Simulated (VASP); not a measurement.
# Zn (R-3m) in VASP: further runs, part 2 of 2

VASP 6.6.1. The steps go on from the part before.

## 3. Single point, PBEsol

This run uses another cell than the first one, of the same volume but with other edges.

Contents of INCAR:

```
SYSTEM = Zn
PREC = Accurate ; ENCUT = 520
EDIFF = 1E-6 ; ISMEAR = 0
SIGMA = 0.15 ; LREAL = .FALSE.
LASPH = .TRUE. ; NELM = 100
ALGO = Fast ; ISIF = 2
LWAVE = .FALSE. ; LCHARG = .FALSE.
GGA = PS ; NBANDS = 12
```

Contents of KPOINTS:

```
Automatic mesh
0
G
  24 24 24
  0 0 0
```

Contents of POSCAR:

```
Zn
1.0
   -1.9288052462      1.5887727104      1.5887727104
    1.5887727104     -1.9288052462      1.5887727104
    1.5887727104      1.5887727104     -1.9288052462
Zn
1
Direct
    0.0000000000      0.0000000000      0.0000000000
```

Potentials or basis: VASP PAW PBE potentials, release 64 (Zn).

Command:

```
$ cat potpaw_PBE.64/Zn/POTCAR > POTCAR
$ mpirun -np 1 vasp_std > vasp.out
```

OUTCAR:

```text
SYSTEM = Zn
   PREC = Accurate
   ENCUT = 520
   EDIFF = 1E-6
   ISMEAR = 0
   LREAL = .FALSE.
   LASPH = .TRUE.
   NELM = 100
   ISIF = 2
   GGA = PS

 ion  position               nearest neighbor table
   1  0.000  0.000  0.000-

  LATTYP: Found a trigonal (rhomboedric) cell.
 ALAT       =     2.9611969081
 COS(alpha) =    -0.4110840653

  Lattice vectors:

 A1 = (  -1.9288052462,   1.5887727104,   1.5887727104)
 A2 = (   1.5887727104,  -1.9288052462,   1.5887727104)
 A3 = (   1.5887727104,   1.5887727104,  -1.9288052462)

Analysis of symmetry for initial positions (statically):
=====================================================================
 Subroutine PRICEL returns:
 Original cell was already a primitive cell.

 Routine SETGRP: Setting up the symmetry group for a
 trigonal (rhombohedral) supercell.

 Subroutine GETGRP returns: Found 12 space group operations
 (whereof 12 operations were pure point group operations)
 out of a pool of 12 trial point group operations.

The static configuration has the point symmetry D_3d.

[... 161 lines left out ...]

 val. band max:        2.5233354977   @ k =  -0.4167   0.3750   0.0833
 cond. band min:       2.5304092109   @ k =  -0.1667  -0.4583   0.1250
 fundamental gap:      0.0070737131
 Fermi energy:         2.5242619079

 k-point     1 :       0.0000    0.0000    0.0000
  band No.  band energies     occupation
      1      -7.6840      2.00000
      2      -5.9989      2.00000
      3      -4.9410      2.00000
      4      -4.9410      2.00000
      5      -4.1123      2.00000
      6      -4.1123      2.00000
      7      15.1258      0.00000
      8      15.1258      0.00000
      9      18.8578      0.00000
     10      19.7202      0.00000
     11      19.7202      0.00000
     12      21.5666      0.00000
[... 331 lines left out ...]
 k-point    24 :       0.4583    0.0417   -0.0000
  band No.  band energies     occupation
      1      -5.8136      2.00000
      2      -5.4845      2.00000
      3      -4.6442      2.00000
      4      -4.4962      2.00000
      5      -3.9267      2.00000
      6       1.9274      2.00000
      7       5.3563      0.00000
      8      12.9031      0.00000
      9      15.0610      0.00000
     10      18.1536      0.00000
     11      19.0497      0.00000
     12      26.2375      0.00000

 [... further k-points ...]
[... 5 lines left out ...]
  --------------------------------------------------------------------------------------
  -------------------------------------------------------------------------------------
  Total        1.3130054      1.3130054      1.3130054      1.9643749      1.9643749      1.9643749
  in kB      136.1499682    136.1499682    136.1499682    203.6926717    203.6926717    203.6926717
  external PRESSURE =     136.1499682 kB  Pullay stress =       0.0000000 kB

 VOLUME and BASIS-vectors are now :
 -----------------------------------------------------------------------------
  energy-cutoff  :      520.00
  volume of cell :       15.45
      direct lattice vectors                 reciprocal lattice vectors
    -1.928805246  1.588772710  1.588772710     0.077411353  0.361697874  0.361697874
     1.588772710 -1.928805246  1.588772710     0.361697874  0.077411353  0.361697874
     1.588772710  1.588772710 -1.928805246     0.361697874  0.361697874  0.077411353

 POSITION                                       TOTAL-FORCE (eV/Angst)
 -----------------------------------------------------------------------------------
      0.00000      0.00000      0.00000         0.000000      0.000000     -0.000000
 -----------------------------------------------------------------------------------
    total drift:                               -0.000000      0.000000     -0.000000

  FREE ENERGIE OF THE ION-ELECTRON SYSTEM (eV)
  ---------------------------------------------------
  free  energy   TOTEN  =        -1.0696836503 eV

  energy  without entropy=       -1.0661280003  energy(sigma->0) =       -1.06790583
```

OSZICAR:

```text
N       E                     dE             d eps       ncg     rms          rms(c)
DAV:   1     0.426937191016E+02    0.42694E+02   -0.65860E+03 32468   0.157E+03
DAV:   2     0.134983082755E+00   -0.42559E+02   -0.40289E+02 32580   0.215E+02
DAV:   3    -0.119922362795E+01   -0.13342E+01   -0.13321E+01 36500   0.378E+01
DAV:   4    -0.120250265116E+01   -0.32790E-02   -0.32789E-02 34620   0.185E+00
DAV:   5    -0.120250518668E+01   -0.25355E-05   -0.25358E-05 36372   0.494E-02    0.354E+00
RMM:   6    -0.108111958507E+01    0.12139E+00   -0.28533E-01 38819   0.721E+00    0.240E+00
RMM:   7    -0.107370258348E+01    0.74170E-02   -0.94294E-03 40195   0.146E+00    0.119E+00
RMM:   8    -0.106972429201E+01    0.39783E-02   -0.18767E-03 38791   0.406E-01    0.718E-02
RMM:   9    -0.106969621245E+01    0.28080E-04   -0.46910E-04 41090   0.334E-01    0.580E-02
RMM:  10    -0.106968402890E+01    0.12184E-04   -0.33418E-05 40677   0.640E-02    0.876E-03
RMM:  11    -0.106968365026E+01    0.37864E-06   -0.32889E-06 32346   0.187E-02
   1 F= -.10696837E+01 E0= -.10679058E+01  d E =-.355565E-02
```

It took 2.8 min on 1 thread of Intel Xeon Platinum 8488C (Sapphire Rapids), shared host; peak memory 0.34 GiB.

Results:

```yaml
Free_energy: -1.0697 eV
Pressure: 13.6 GPa
Band_gap_on_the_k_mesh: zero (band 6 reaches 5.89 eV, above the bottom of band 7 at -0.30 eV)
```

Stress tensor (GPa, compression positive):
```
13.61 20.37 20.37
20.37 13.61 20.37
20.37 20.37 13.61
```

Levels at points of the mesh, in eV from the Fermi level:
```
           k point  band 3  band 4  band 5  band 6  band 7  band 8  band 9  band 10
(0.00, 0.00, 0.00)   -7.47   -7.47   -6.64   -6.64   12.60   12.60   16.33    17.20
(0.50, 0.00, 0.00)   -7.17   -7.02   -6.44   -0.57    2.73   10.58   12.85    15.27
(0.50, 0.50, 0.00)   -6.97   -6.62   -6.57   -3.25   -2.82    7.53   11.84    23.96
(0.50, 0.50, 0.50)   -6.95   -6.95   -6.20    3.37    6.46    6.46    9.21     9.81
```

Caveat: the PAW data sets were made with another functional, which shifts forces and pressure a little.

## 4. Single point, PBEsol

This run uses another cell than the first one, of the same volume but with other edges.

Contents of INCAR:

```
PREC     = Accurate       # precision mode
ENCUT    = 520            # plane-wave cutoff, eV
EDIFF    = 1E-7           # SCF threshold, eV
ISMEAR   = 0              # smearing method
SIGMA    = 0.15           # smearing width, eV
LREAL    = F              # projectors in reciprocal space
LASPH    = T              # aspherical terms in the spheres
NELM     = 80             # most SCF steps
ALGO     = Fast           # electronic algorithm
ISIF     = 2              # what is computed and relaxed
LWAVE    = F              # write WAVECAR
LCHARG   = F              # write CHGCAR
GGA      = PS             # functional
NBANDS   = 12             # bands
```

Contents of KPOINTS:

```
regular mesh
0
Gamma
  24 24 24
```

Contents of POSCAR:

```
Zn
1.0
   -1.2080140629      1.5904741138      1.5904741138
    1.5904741138     -1.2080140629      1.5904741138
    1.5904741138      1.5904741138     -1.2080140629
Zn
1
Direct
    0.0000000000      0.0000000000      0.0000000000
```

Command:

```
$ cat potpaw_PBE.64/Zn/POTCAR > POTCAR
$ mpirun -np 1 vasp_std > vasp.out
```

Wall time 2.7 min (1 thread of Intel Xeon Platinum 8488C (Sapphire Rapids), shared host); peak memory 0.33 GiB.

Results (log left out):

* Free energy: -1.4002 eV
* Pressure: 1.3 GPa
* Band gap on the k mesh: zero (band 6 reaches 7.01 eV, above the bottom of band 7 at 0.30 eV)

Stress tensor (GPa, compression positive):
```
 1.28 -2.88 -2.88
-2.88  1.28 -2.88
-2.88 -2.88  1.28
```

Levels at points of the mesh, in eV from the Fermi level:
```csv
k point,band 2,band 3,band 4,band 5,band 6,band 7,band 8,band 9,band 10,band 11
"(0.00, 0.00, 0.00)",-8.05,-8.05,-7.01,-6.88,-6.88,14.55,15.29,15.29,17.99,17.99
"(0.50, 0.00, 0.00)",-8.06,-7.05,-7.01,-6.87,-3.22,-2.33,14.79,15.30,17.94,19.89
"(0.50, 0.50, 0.00)",-7.95,-7.15,-7.03,-6.53,-0.89,1.77,5.18,9.50,18.26,21.99
"(0.50, 0.50, 0.50)",-8.11,-7.41,-6.54,-6.54,4.38,4.38,6.63,8.89,9.54,9.54
```

Caveat: the PAW data sets were made with another functional, which shifts forces and pressure a little.

## 5. Single point, PBEsol

This run uses another cell than the first one, of the same volume but with other edges.

Contents of INCAR:

```
SYSTEM = Zn
PREC     = Accurate       ! precision mode
ENCUT    = 520            ! plane-wave cutoff, eV
EDIFF    = 1E-7           ! SCF threshold, eV
ISMEAR   = 0              ! smearing method
SIGMA    = 0.15           ! smearing width, eV
LREAL    = .False.        ! projectors in reciprocal space
LASPH    = .True.         ! aspherical terms in the spheres
NELM     = 100            ! most SCF steps
ALGO     = Fast           ! electronic algorithm
ISIF     = 2              ! what is computed and relaxed
LWAVE    = .False.        ! write WAVECAR
LCHARG   = .True.         ! write CHGCAR
GGA      = PS             ! functional
LELF     = .True.         ! ELF
LVHAR    = .True.       
NBANDS   = 12             ! bands
```

Contents of KPOINTS:

```
Automatic mesh
0
Gamma
  24 24 24
  0 0 0
```

Contents of POSCAR:

```
Zn
1.0
   -2.1083389421      1.6122591911      1.6122591911
    1.6122591911     -2.1083389421      1.6122591911
    1.6122591911      1.6122591911     -2.1083389421
Zn
1
Direct
    0.0000000000      0.0000000000      0.0000000000
```

Command:

```
$ cat potpaw_PBE.64/Zn/POTCAR > POTCAR
$ mpirun -np 1 vasp_std > vasp.out
```

Run time: 3.4 min. Hardware: 1 thread of Intel Xeon Platinum 8488C (Sapphire Rapids), shared host; peak memory 0.33 GiB.

The run converged. Its results:

```
Free energy            : 0.0370 eV
Pressure               : 44.9 GPa
Band gap on the k mesh : zero (band 6 reaches 6.11 eV, above the bottom of band 7 at -1.07 eV)
```

Stress tensor (GPa, compression positive):
```
44.92 50.79 50.79
50.79 44.92 50.79
50.79 50.79 44.92
```

Levels at points of the mesh, in eV from the Fermi level:
```
           k point  band 2  band 3  band 4  band 5  band 6  band 7  band 8  band 9  band 10  band 11
(0.00, 0.00, 0.00)   -9.21   -7.93   -7.93   -6.58   -6.58    9.55    9.55   14.45    14.94    14.94
(0.50, 0.00, 0.00)   -9.11   -7.37   -7.24   -6.43    0.70    5.02   11.10   13.61    15.91    16.71
(0.50, 0.50, 0.00)   -8.36   -7.50   -6.58   -6.56   -3.89   -3.64    5.47   10.06    27.69    27.99
(0.50, 0.50, 0.50)   -9.35   -7.23   -7.23   -6.18    3.54    8.10    8.10   10.85    10.94    10.94
```

Caveat: the PAW data sets were made with another functional, which shifts forces and pressure a little.

## 6. Single point, PBEsol

This run uses another cell than the first one, of the same volume but with other edges.

Contents of INCAR:

```
ALGO = Fast
EDIFF = 1E-6
ENCUT = 520
GGA = PS
ISIF = 2
ISMEAR = 0
LASPH = T
LCHARG = F
LREAL = F
LWAVE = F
NBANDS = 12
NELM = 100
PREC = Accurate
SIGMA = 0.15
```

Contents of KPOINTS:

```
k-points
0
Gamma
  24 24 24
```

Contents of POSCAR:

```
Zn
1.0
   -1.7391999281      1.5735618397      1.5735618397
    1.5735618397     -1.7391999281      1.5735618397
    1.5735618397      1.5735618397     -1.7391999281
Zn
1
Direct
    0.0000000000      0.0000000000      0.0000000000
```

Potentials or basis: VASP PAW PBE potentials, release 64 (Zn).

Command:

```
$ cat potpaw_PBE.64/Zn/POTCAR > POTCAR
$ mpirun -np 1 vasp_std > vasp.out
```

It took 3.2 min on 1 thread of Intel Xeon Platinum 8488C (Sapphire Rapids), shared host; peak memory 0.33 GiB.

The run converged. Its results:

| Item | Value |
| --- | --- |
| Free energy | -1.4535 eV |
| Pressure | -2.0 GPa |
| Band gap on the k mesh | zero (band 6 reaches 6.31 eV, above the bottom of band 7 at 0.82 eV) |

Stress tensor (GPa, compression positive):
```
-2.04  3.64  3.64
 3.64 -2.04  3.64
 3.64  3.64 -2.04
```

Levels at points of the mesh, in eV from the Fermi level:
| k point | band 4 | band 5 | band 6 | band 7 | band 8 | band 9 |
| --- | --- | --- | --- | --- | --- | --- |
| (0.00, 0.00, 0.00) | -7.52 | -7.02 | -7.02 | 15.92 | 15.92 | 18.42 |
| (0.50, 0.00, 0.00) | -7.17 | -6.70 | -1.83 | 0.49 | 10.57 | 12.42 |
| (0.50, 0.50, 0.00) | -6.99 | -6.84 | -3.03 | -1.94 | 9.66 | 13.74 |
| (0.50, 0.50, 0.50) | -6.98 | -6.60 | 3.55 | 4.97 | 4.97 | 7.89 |

Caveat: the PAW data sets were made with another functional, which shifts forces and pressure a little.

## 7. Summary

```tsv
cell	further INCAR settings	gap on the mesh (eV)	pressure (GPa)
a = 3.278 Å, angles 117.0°, 1 atom	ALGO = Fast; EDIFF = 1e-06; NBANDS = 12	none	104.5
a = 2.961 Å, angles 114.3°, 1 atom	ALGO = Fast; EDIFF = 1e-06; NBANDS = 12	none	13.6
a = 2.553 Å, angles 101.6°, 1 atom	ALGO = Fast; EDIFF = 1e-07; NBANDS = 12	none	1.3
a = 3.105 Å, angles 115.8°, 1 atom	ALGO = Fast; EDIFF = 1e-07; NBANDS = 12	none	44.9
a = 2.824 Å, angles 112.1°, 1 atom	ALGO = Fast; EDIFF = 1e-06; NBANDS = 12	none	-2.0
```

Alike in all rows: task single point; level PBEsol; potentials or basis VASP PAW PBE potentials, release 64 (Zn); no spin polarisation; k mesh 24 × 24 × 24; cutoff (eV) 520; smearing gaussian 0.15 eV.

Caveats: the PAW data sets were made with another functional, which shifts forces and pressure a little.

Absolute energies hang on the potentials; compare differences alone.
